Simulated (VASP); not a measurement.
Wanted: the native input for a VASP 6.6.1 run.

| Property | Result |
| --- | --- |
| Task | single point |
| Functional | PBE |
| Potentials or basis | VASP PAW PBE potentials, release 64 (Zn, Cl, Li_sv) |
| Cutoff | 520 eV |
| k mesh | 1 × 1 × 1 |
| Occupations | fermi-dirac, width 0.0552 eV |
| Spin | no spin polarisation |
| Dipole correction | no |
| Further INCAR settings | LREAL = Auto; ALGO = Normal; EDIFF = 1e-07; NBANDS = 56; ISYM = 0 |

The structure of Li6ZnCl8 lies in POSCAR:

```
Li6ZnCl8
1.0
    6.7842910000     -0.0457590000      0.3057740000
   -0.0457590000      6.9340140000      0.0689130000
    0.3057740000      0.0689130000      6.9022230000
Zn Cl Li
1 8 6
Direct
   -0.0100939648      0.5399417613      0.9553840068
    0.1465462147      0.1545120335      0.4490183945
    0.8039274329      0.4125211166      0.7322234917
    0.0180616212      0.8714069185      0.9287755497
    0.2395790104      0.6341841760      0.3946997125
    0.5397900714      0.9405672010      0.6998550935
    0.6488550549      0.0800907303      0.2137145818
    0.7384576525      0.5625953064      0.2185705561
    0.2673478160      0.3888825399      0.9251751105
   -0.0411714234      0.8368035510      0.2597840591
    0.2460670843      0.1000575798      0.7781133434
    0.9637814975      0.4094571445      0.4102579352
    0.7712306408      0.0690336573      0.8681438437
    0.4490090188      0.3306112890      0.4581704040
    0.4175090425      0.9164501546      0.4057375806
```

The input as run:

INCAR

```
SYSTEM = Li6ZnCl8
PREC     = Accurate       ! precision mode
ENCUT    = 520            ! plane-wave cutoff, eV
EDIFF    = 1E-7           ! SCF threshold, eV
ISMEAR   = -1             ! smearing method
SIGMA    = 0.0552         ! smearing width, eV
LREAL    = Auto         
LASPH    = .True.         ! aspherical terms in the spheres
NELM     = 100            ! most SCF steps
ALGO     = Normal         ! electronic algorithm
ISIF     = 2              ! what is computed and relaxed
LWAVE    = .False.        ! write WAVECAR
LCHARG   = .False.        ! write CHGCAR
GGA      = PE             ! functional
ISYM     = 0            
NBANDS   = 56             ! bands
```

KPOINTS

```
regular mesh
0
Gamma
  1 1 1
  0 0 0
```

Potentials or basis: VASP PAW PBE potentials, release 64 (Zn, Cl, Li_sv).

Run with:

```console
$ cat potpaw_PBE.64/Zn/POTCAR potpaw_PBE.64/Cl/POTCAR potpaw_PBE.64/Li_sv/POTCAR > POTCAR
$ mpirun -np 1 vasp_gam > vasp.out
```

It gave:

| Quantity | Value |
| --- | --- |
| Largest force | 0.892 eV/Å |

Caveat: the k points lie up to 0.93 Å⁻¹ apart; the atoms stand as in a frame of molecular dynamics.

It took 33 s on 1 thread of AMD EPYC 7R43 64-Core Processor (Zen 3), with other jobs on the host, peak memory 0.33 GiB.
